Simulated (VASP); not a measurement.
Wanted: the native input for a VASP 6.6.1 run.

```
Task                   : relaxation of cell and atoms
Functional             : PBE
Potentials or basis    : VASP PAW PBE potentials, release 64 (Y_sv, Ta_pv, N)
Cutoff                 : 600 eV
k mesh                 : 6 × 6 × 4
Occupations            : gaussian, width 0.1 eV
Spin                   : no spin polarisation
Dipole correction      : no
Further INCAR settings : ALGO = Normal; EDIFF = 1e-06; IBRION = 2; EDIFFG = -0.04; NSW = 90; ISIF = 3
```

The structure of Y2TaN3 lies in POSCAR:

```
Y2TaN3
1.0
    4.3991339600      0.0000000000      0.0000000000
   -2.1995669800      3.8097617600      0.0000000000
    0.0000000000      0.0000000000      6.2575660600
Y Ta N
2 1 3
Direct
    0.0000000000      0.0000000000      0.8130506500
    0.0000000000      0.0000000000      0.1869493500
    0.0000000000      0.0000000000      0.5000000000
    0.5000000000      0.0000000000      0.5000000000
    0.0000000000      0.5000000000      0.5000000000
    0.5000000000      0.5000000000      0.5000000000
```

The cell was built from a structure type or drawn by symmetry, and may not be a known phase.

One way to write it, as run:

INCAR

```
PREC = Accurate ; ENCUT = 600
EDIFF = 1E-6 ; ISMEAR = 0
SIGMA = 0.1 ; LREAL = False
LASPH = True ; NELM = 60
ALGO = Normal ; ISIF = 3
LWAVE = False ; LCHARG = False
GGA = PE ; IBRION = 2
NSW = 90 ; EDIFFG = -0.04
```

KPOINTS

```
Automatic mesh
0
Gamma
  6 6 4
```

Potentials or basis: VASP PAW PBE potentials, release 64 (Y_sv, Ta_pv, N).

Run with:

```bash
$ cat potpaw_PBE.64/Y_sv/POTCAR potpaw_PBE.64/Ta_pv/POTCAR potpaw_PBE.64/N/POTCAR > POTCAR
$ mpirun -np 1 vasp_std > vasp.out
```

Results of the run:

```yaml
Relaxed_volume: 21.88 Å³/atom
Relaxed_cell: a = 4.152 Å, b = 4.152 Å, c = 8.794 Å, α = 90.00°, β = 90.00°, γ = 120.00°
Space_group_after_relaxing_to_0.1_Å: P6/mmm (No. 191)
Pressure_after_relaxing: 0.0 GPa
Largest_force_after_relaxing: 0.017 eV/Å
Band_gap_on_the_k_mesh: zero (bands 24 and 25 overlap by 0.94 eV)
```

Caveat: the volume moved by over 15 % at a fixed basis, so the end points are rough; spin-orbit coupling is left out, which moves the levels of the heavy elements.

Run time: 41 min on 1 thread of AMD EPYC 7R43 64-Core Processor (Zen 3), on a shared host, peak memory 0.27 GiB.
